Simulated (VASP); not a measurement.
A run of VASP 6.6.1 is set up as follows.

File INCAR:

```
PREC = Accurate
ENCUT = 520
EDIFF = 1E-7
ISMEAR = -1
SIGMA = 0.05
LREAL = F
LASPH = T
NELM = 80
ALGO = Normal
ISIF = 2
LWAVE = F
LCHARG = T
GGA = PS
LELF = T
LVHAR = T
NBANDS = 9
```

Contents of KPOINTS:

```
Automatic mesh
0
Gamma
  13 13 8
```

Contents of POSCAR:

```
Be
1.0
    2.2314140768      0.0000000000      0.0000000000
   -1.1157070384      1.9324612769      0.0000000000
    0.0000000000      0.0000000000      3.5032107429
Be
2
Direct
    0.6666666667      0.3333333333      0.7500000000
    0.3333333333      0.6666666667      0.2500000000
```

Potentials or basis: VASP PAW PBE potentials, release 64 (Be).

Run with:

```bash
$ cat potpaw_PBE.64/Be/POTCAR > POTCAR
$ mpirun -np 1 vasp_std > vasp.out
```

**Question.** What does it give for the pressure?

**Answer.** 5.4 GPa.

**Question.** What does it give for the band gap on the k mesh?

**Answer.** Zero (band 2 reaches 8.50 eV, above the bottom of band 3 at 6.85 eV).

Stress tensor (GPa, compression positive):
```
5.37 0.00 0.00
0.00 5.37 0.00
0.00 0.00 5.48
```

Caveat: the PAW data sets were made with another functional, which shifts forces and pressure a little.
